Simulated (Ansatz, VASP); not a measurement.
SiNi in VASP and in Ansatz

Contents of INCAR:

```
SYSTEM = SiNi
PREC = Accurate ; ENCUT = 600
EDIFF = 1E-6 ; ISMEAR = -1
SIGMA = 0.05 ; LREAL = .False.
LASPH = .True. ; NELM = 150
ALGO = Normal ; ISIF = 3
LWAVE = .False. ; LCHARG = .False.
ISPIN = 2 ; MAGMOM = 1 1 1 1 0 0 0 0
LORBIT = 11 ; LMAXMIX = 4
GGA = RE ; IBRION = 2
NSW = 60 ; EDIFFG = -0.01
```

KPOINTS

```
Automatic mesh
0
Gamma
  6 6 6
  0 0 0
```

POSCAR

```
SiNi
1.0
    4.5036940000      0.0000000000      0.0000000000
    0.0000000000      4.5036940000      0.0000000000
    0.0000000000      0.0000000000      4.5036940000
Ni Si
4 4
Direct
    0.1495040000      0.1495040000      0.1495040000
    0.6495040000      0.3504960000      0.8504960000
    0.8504960000      0.6495040000      0.3504960000
    0.3504960000      0.8504960000      0.6495040000
    0.8468300000      0.8468300000      0.8468300000
    0.3468300000      0.6531700000      0.1531700000
    0.1531700000      0.3468300000      0.6531700000
    0.6531700000      0.1531700000      0.3468300000
```

Contents of input.yaml:

```yaml
crystal:
  lattice:
    - [4.503694, 0.0, 0.0]
    - [0.0, 4.503694, 0.0]
    - [0.0, 0.0, 4.503694]
  atoms:
    - { symbol: Ni, position: [0.149504, 0.149504, 0.149504], spin: 1.0 }
    - { symbol: Ni, position: [0.649504, 0.350496, 0.850496], spin: 1.0 }
    - { symbol: Ni, position: [0.850496, 0.649504, 0.350496], spin: 1.0 }
    - { symbol: Ni, position: [0.350496, 0.850496, 0.649504], spin: 1.0 }
    - { symbol: Si, position: [0.84683, 0.84683, 0.84683] }
    - { symbol: Si, position: [0.34683, 0.65317, 0.15317] }
    - { symbol: Si, position: [0.15317, 0.34683, 0.65317] }
    - { symbol: Si, position: [0.65317, 0.15317, 0.34683] }
hamiltonian:
  xc: revpbe
  pseudopotentials: { kind: paw }
magnetization:
  spin_polarized: true
kpoints:
  mp_grid: { grid: [6, 6, 6] }
scf:
  occupations: { method: fermi_dirac, width: 0.05 }
output:
  forces: true
  stress: true
  eigenvalues: true
relax:
  f_tol: 0.01
  max_steps: 40
  cell: { stress_tol: 0.05 }
```

Alike in both runs: task relaxation of cell and atoms; functional revPBE; k mesh 6 × 6 × 6; occupations fermi-dirac, width 0.05 eV; collinear spin.

|  | VASP | Ansatz |
| --- | --- | --- |
| version | VASP 6.6.1 | Ansatz 0.2.0 |
| potentials or method | VASP PAW PBE potentials, release 64 (Ni, Si) | Ansatz PAW |
| plane-wave cutoff (eV) | 600 | 420 |
| valence electrons in the cell | 56 | 88 |

```csv
,VASP,Ansatz,Ansatz less VASP
"gap on the k mesh at the Fermi level, each at its own relaxed structure (eV)",none,none,-
net moment per atom (μB),0.00,0.00,0.000
relaxed volume (Å³/atom),11.69,11.70,+0.017
relaxed length of the cell vector where the two differ most in proportion (Å),4.539,4.541,+0.0021
```

VASP's potentials were made for PBE, not for revPBE. A gap of «none» marks a metal or a gap that the smearing closes. VASP's potentials hold 56 valence electrons a cell and Ansatz's 88, so a difference there can come from the potentials and not from the codes.

Noted on Ansatz's run: the plane-wave basis is chosen anew once the cell has moved, so the energies of steps on either side of that aren't comparable.
